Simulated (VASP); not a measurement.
# GaP (F-43m) in VASP: a series of runs, part 2 of 3

VASP 6.6.1.

**3. Relaxation of cell and atoms, BLYP+D3(BJ)**

This run uses another cell than the first one, of 20.24 Å³/atom, 1.007 times its volume.

INCAR

```
  PREC = Accurate
  ENCUT = 600
  EDIFF = 1E-7
  ISMEAR = -1
  SIGMA = 0.05
  LREAL = False
  LASPH = True
  NELM = 60
  ALGO = Normal
  ISIF = 3
  LWAVE = False
  LCHARG = False
  GGA = B5
  ALDAX = 1.0
  AGGAX = 1.0
  AGGAC = 1.0
  ALDAC = 0.0
  IVDW = 12
  VDW_S6 = 1.0
  VDW_S8 = 2.6996
  VDW_A1 = 0.4298
  VDW_A2 = 4.2359
  IBRION = 2
  NSW = 80
  EDIFFG = -0.005
```

KPOINTS

```
regular mesh
0
Gamma
  8 8 8
```

POSCAR

```
GaP
1.0
    0.0000000000      2.7252500000      2.7252500000
    2.7252500000      0.0000000000      2.7252500000
    2.7252500000      2.7252500000      0.0000000000
Ga P
1 1
Direct
    0.0000000000      0.0000000000      0.0000000000
    0.7500000000      0.7500000000      0.7500000000
```

Potentials or basis: VASP PAW PBE potentials, release 64 (Ga_d, P).

The run is started by

```sh
cat potpaw_PBE.64/Ga_d/POTCAR potpaw_PBE.64/P/POTCAR > POTCAR
mpirun -np 1 vasp_std > vasp.out
```

OUTCAR:

```text
PREC = Accurate
   ENCUT = 600
   EDIFF = 1E-7
   ISMEAR = -1
   LREAL = False
   LASPH = True
   NELM = 60
   ISIF = 3
   GGA = B5
   IVDW = 12
   IBRION = 2
   NSW = 80
   EDIFFG = -0.005
 IVDW          = 12

 ion  position               nearest neighbor table
   1  0.000  0.000  0.000-   2 2.36   2 2.36   2 2.36   2 2.36
   2  0.750  0.750  0.750-   1 2.36   1 2.36   1 2.36   1 2.36

  LATTYP: Found a face centered cubic cell.
 ALAT       =     5.4505000000

  Lattice vectors:

 A1 = (   0.0000000000,   2.7252500000,   2.7252500000)
 A2 = (   2.7252500000,   0.0000000000,   2.7252500000)
 A3 = (   2.7252500000,   2.7252500000,   0.0000000000)

Analysis of symmetry for initial positions (statically):
[... 5 lines left out ...]
 face centered cubic supercell.

 Subroutine GETGRP returns: Found 24 space group operations
 (whereof 24 operations were pure point group operations)
 out of a pool of 48 trial point group operations.

The static configuration has the point symmetry T_d .

Analysis of symmetry for dynamics (positions and initial velocities):
[... 5 lines left out ...]
 face centered cubic supercell.

 Subroutine GETGRP returns: Found 24 space group operations
 (whereof 24 operations were pure point group operations)
 out of a pool of 48 trial point group operations.

The dynamic configuration has the point symmetry T_d .

 Subroutine INISYM returns: Found 24 space group operations
 (whereof 24 operations are pure point group operations),
 and found     1 'primitive' translations

----------------------------------------------------------------------------------------

                                     Primitive cell

  volume of cell :      40.4808

  direct lattice vectors                    reciprocal lattice vectors
     0.000000000  2.725250000  2.725250000    -0.183469406  0.183469406  0.183469406
     2.725250000  0.000000000  2.725250000     0.183469406 -0.183469406  0.183469406
     2.725250000  2.725250000  0.000000000     0.183469406  0.183469406 -0.183469406

  length of vectors
     3.854085511  3.854085511  3.854085511     0.317778334  0.317778334  0.317778334

  position of ions in fractional coordinates (direct lattice)
     0.000000000  0.000000000  0.000000000
     0.750000000  0.750000000  0.750000000

  ion indices of the primitive-cell ions
   primitive index   ion index
                 1           1
                 2           2

----------------------------------------------------------------------------------------

 KPOINTS: regular mesh

Automatic generation of k-mesh.
 Grid dimensions read from file:
 generate k-points for:    8    8    8

 Generating k-lattice:

  Cartesian coordinates                     Fractional coordinates (reciprocal lattice)
    -0.022933676  0.022933676  0.022933676     0.125000000  0.000000000  0.000000000
     0.022933676 -0.022933676  0.022933676     0.000000000  0.125000000  0.000000000
     0.022933676  0.022933676 -0.022933676     0.000000000  0.000000000  0.125000000

  Length of vectors
     0.039722292  0.039722292  0.039722292

  Shift w.r.t. Gamma in fractional coordinates (k-lattice)
     0.000000000  0.000000000  0.000000000

 Subroutine IBZKPT returns following result:
 ===========================================

 Found     29 irreducible k-points:

 Following reciprocal coordinates:
            Coordinates               Weight
  0.000000  0.000000  0.000000      1.000000
  0.125000  0.000000  0.000000      8.000000
  0.250000  0.000000  0.000000      8.000000
  0.375000  0.000000  0.000000      8.000000
  0.500000  0.000000  0.000000      4.000000
  0.125000  0.125000  0.000000      6.000000
[... 16 lines left out ...]
  0.500000  0.250000  0.125000     48.000000
 -0.375000  0.250000  0.125000     24.000000
 [... further k-points ...]
   k-points           NKPTS =     29   k-points in BZ     NKDIM =     29   number of bands    NBANDS=     13
   number of dos      NEDOS =    301   number of ions     NIONS =      2
   total plane-waves  NPLWV =  32768
   dimension x,y,z NGX =    32 NGY =   32 NGZ =   32
   dimension x,y,z NGXF=    64 NGYF=   64 NGZF=   64
   ions per type =               1   1
   NGX,Y,Z   is equivalent  to a cutoff of  13.80, 13.80, 13.80 a.u.
   NGXF,Y,Z  is equivalent  to a cutoff of  27.61, 27.61, 27.61 a.u.
 SYSTEM =  unknown system
   PREC   = accura    normal or accurate (medium, high low for compatibility)
   ISTART =      0    job   : 0-new  1-cont  2-samecut
   ICHARG =      2    charge: 1-file 2-atom 10-const
   ISPIN  =      1    spin polarized calculation?
   LNONCOLLINEAR =      F non collinear calculations
   LSORBIT =      F    spin-orbit coupling
   LASPH  =      T    aspherical Exc in radial PAW
   ENCUT  =  600.0 eV  44.10 Ry    6.64 a.u.   7.70  7.70  7.70*2*pi/ulx,y,z
   NELM   =     60;   NELMIN=  2; NELMDL= -5     # of ELM steps
   EDIFF  = 0.1E-06   stopping-criterion for ELM
   LREAL  =      F    real-space projection
   EDIFFG = -.5E-02   stopping-criterion for IOM
   NSW    =     80    number of steps for IOM
   IBRION =      2    ionic relax: 0-MD 1-quasi-New 2-CG
   NFREE  =      1    steps in history (QN), initial steepest desc. (CG)
   ISIF   =      3    stress and relaxation
   ISYM   =      2    0-nonsym 1-usesym 2-fastsym
   POTIM  = 0.5000    time-step for ionic-motion
   TEBEG  =    0.0;   TEEND  =   0.0 temperature during run
   PSTRESS=    0.0 pullay stress
   NELECT =      18.0000    total number of electrons
   NUPDOWN=      -1.0000    fix difference up-down
   EMIN   =  10.00;   EMAX   =-10.00  energy-range for DOS
   EFERMI =   0.00;   METHOD = LEGACY
   ISMEAR =    -1;   SIGMA  =   0.05  broadening in eV -4-tet -1-fermi 0-gaus
   EFERMI_NEDOS =   21; number of points for ismear=-14 and -15
   IALGO  =     38    algorithm
   IMIX   =      4    mixing-type and parameters
     AMIX     =   0.40;   BMIX     =  1.00
     AMIX_MAG =   1.60;   BMIX_MAG =  1.00
  volume/ion in A,a.u.               =      20.24       136.59
  Fermi-wavevector in a.u.,A,eV,Ry     =   1.249538  2.361284 21.243377  1.561344
  Thomas-Fermi vector in A             =   2.383574
   LORBIT       =      0    0 simple, 1 ext, 2 COOP (PROOUT), +10 PAW based schemes
   GGA     = B5    functional components
   LHFCALC =     F    Hartree Fock is set to
   AEXX    =    0.0000 exact exchange contribution
   IVDW    =    12    specifies the selected vdW correction
   LEPSILON=     F    determine dielectric tensor
   LRPA    =     F    only Hartree local field effects (RPA)
 conjugate gradient relaxation of ions
 non-spin polarized calculation
  energy-cutoff  :      600.00
  volume of cell :       40.48
 maximum number of plane-waves:      1365
   NGX = 15   NGY = 15   NGZ = 15

--------------------------------------- Ionic step        1  -------------------------------------------

 number of electron      18.0000003 magnetization

 Free energy of the ion-electron system (eV)
  ---------------------------------------------------
  ext. energy  EPLUGINS =         0.00000000
  ---------------------------------------------------
  free energy    TOTEN  =        -7.74744399 eV

  energy without entropy =       -7.74744398  energy(sigma->0) =       -7.74744398

------------------------ aborting loop because EDIFF is reached ----------------------------------------

 Edisp (eV)   -1.41815

 E8    (eV) :    -1.0283
[... 71 lines left out ...]
--------------------------------------- Ionic step        3  -------------------------------------------

 number of electron      18.0000003 magnetization

 Free energy of the ion-electron system (eV)
  ---------------------------------------------------
  ext. energy  EPLUGINS =         0.00000000
  ---------------------------------------------------
  free energy    TOTEN  =        -7.75015976 eV

  energy without entropy =       -7.75015976  energy(sigma->0) =       -7.75015976

 E-fermi :   5.8707     XC(G=0):  -9.2511

 val. band max:        5.0493922751   @ k =   0.0000   0.0000   0.0000
 cond. band min:       6.7255915290   @ k =   0.5000   0.0000   0.0000
 fundamental gap:      1.6761992539
 Fermi energy:         5.8706588839

 k-point     1 :       0.0000    0.0000    0.0000
  band No.  band energies     occupation
      1      -9.5703      2.00000
      2      -9.5703      2.00000
      3      -9.5703      2.00000
      4      -9.4712      2.00000
      5      -9.4712      2.00000
      6      -7.4063      2.00000
      7       5.0494      2.00000
      8       5.0494      2.00000
      9       5.0494      2.00000
     10       6.7620      0.00000
     11       8.9935      0.00000
     12       8.9935      0.00000
     13       8.9935      0.00000
[... 354 lines left out ...]
  band No.  band energies     occupation
      1      -9.6558      2.00000
      2      -9.5397      2.00000
      3      -9.5280      2.00000
      4      -9.4761      2.00000
      5      -9.4641      2.00000
      6      -4.9723      2.00000
      7      -1.3445      2.00000
      8       1.9162      2.00000
      9       3.1543      2.00000
     10       8.5194      0.00000
     11       9.4929      0.00000
     12      11.5442      0.00000
     13      13.0818      0.00000

 [... further k-points ...]

------------------------ aborting loop because EDIFF is reached ----------------------------------------

 Edisp (eV)   -1.41546

 E8    (eV) :    -1.0263
[... 25 lines left out ...]
  FREE ENERGIE OF THE ION-ELECTRON SYSTEM (eV)
  ---------------------------------------------------
  free  energy   TOTEN  =        -9.1656202504 eV

  energy  without entropy=       -9.1656202487  energy(sigma->0) =       -9.16562025

 reached required accuracy - stopping structural energy minimisation
```

OSZICAR:

```text
N       E                     dE             d eps       ncg     rms          rms(c)
DAV:   1     0.890357224374E+02    0.89036E+02   -0.99246E+03   770   0.214E+03
DAV:   2    -0.898289217717E+00   -0.89934E+02   -0.86918E+02   809   0.358E+02
DAV:   3    -0.795148940860E+01   -0.70532E+01   -0.70144E+01   959   0.807E+01
[... 22 lines left out ...]
DAV:   1    -0.775021773548E+01    0.90718E-03   -0.76742E-04   989   0.591E-01    0.443E-02
DAV:   2    -0.775017219197E+01    0.45544E-04   -0.82203E-05   964   0.230E-01    0.202E-02
DAV:   3    -0.775016067628E+01    0.11516E-04   -0.13807E-05   999   0.813E-02    0.450E-03
DAV:   4    -0.775015982584E+01    0.85044E-06   -0.13145E-06   862   0.178E-02    0.179E-03
DAV:   5    -0.775015975834E+01    0.67504E-07   -0.94274E-08   407   0.495E-03
   3 F= -.91656203E+01 E0= -.91656202E+01  d E =-.284759E-04
```

CONTCAR:

```text
GaP
   1.00000000000000
     0.0000000000000000    2.7267854882288565    2.7267854882288565
     2.7267854882288565   -0.0000000000000000    2.7267854882288565
     2.7267854882288565    2.7267854882288565    0.0000000000000000
  Ga              P
     1     1
Direct
     0.0000000000000000    0.0000000000000000    0.0000000000000000
     0.7500000000000000    0.7500000000000000    0.7500000000000000

  0.00000000E+00  0.00000000E+00  0.00000000E+00
  0.00000000E+00  0.00000000E+00  0.00000000E+00
```

Run time: 52 s. Hardware: 1 thread of Intel Xeon Platinum 8259CL at 2.50GHz (Skylake/Cascade Lake), shared host; peak memory 0.19 GiB.

What came out:

```
Free energy                            : -9.1656 eV
Relaxed volume                         : 20.27 Å³/atom
Relaxed cell                           : a = 3.856 Å, b = 3.856 Å, c = 3.856 Å, α = 60.00°, β = 60.00°, γ = 60.00°
Space group after relaxing (to 0.05 Å) : F-43m (No. 216)
Energy gained by relaxing              : 0.0 meV/atom
Ionic steps                            : 3
Pressure after relaxing                : 0.0 GPa
Band gap on the k mesh                 : 1.68 eV, indirect (least direct gap 1.71 eV)
Dispersion energy per atom             : -0.708 eV
```

Final structure:
```
CELL_PARAMETERS angstrom
0.00000 2.72679 2.72679
2.72679 0.00000 2.72679
2.72679 2.72679 0.00000
ATOMIC_POSITIONS crystal
Ga 0.00000 0.00000 0.00000
P 0.75000 0.75000 0.75000
```

Caveat: the PAW data sets were made with another functional, which shifts forces and pressure a little. A k mesh can miss the band edges.

(Part 2 of 3 ends here.)
